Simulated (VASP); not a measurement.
A run of VASP 6.6.1 is set up as follows.

Contents of INCAR:

```
SYSTEM = Cu2Os
ALGO = Normal
EDIFF = 1E-6
ENCUT = 520
GGA = PE
ISIF = 2
ISMEAR = 0
LASPH = .True.
LCHARG = .True.
LELF = .True.
LREAL = .False.
LVHAR = .True.
LWAVE = .False.
NBANDS = 22
NELM = 100
PREC = Accurate
SIGMA = 0.1
```

File KPOINTS:

```
k-points
0
Gamma
  14 14 14
  0 0 0
```

The input POSCAR:

```
Cu2Os
1.0
    0.0000000000      2.8702995464      2.8702995464
    2.8702995464      0.0000000000      2.8702995464
    2.8702995464      2.8702995464      0.0000000000
Cu Os
2 1
Direct
    0.2500000000      0.2500000000      0.2500000000
    0.7500000000      0.7500000000      0.7500000000
    0.0000000000      0.0000000000      0.0000000000
```

Potentials or basis: VASP PAW PBE potentials, release 64 (Cu, Os).

Run with:

```console
$ cat potpaw_PBE.64/Cu/POTCAR potpaw_PBE.64/Os/POTCAR > POTCAR
$ mpirun -np 1 vasp_std > vasp.out
```

**Question.** Estimate the pressure.

**Answer.** 0.2 GPa.

**Question.** Predict the band gap on the k mesh.

**Answer.** Zero (band 15 reaches 5.63 eV, above the bottom of band 16 at 4.84 eV).

Caveat: spin-orbit coupling is left out, which moves the levels of the heavy elements.
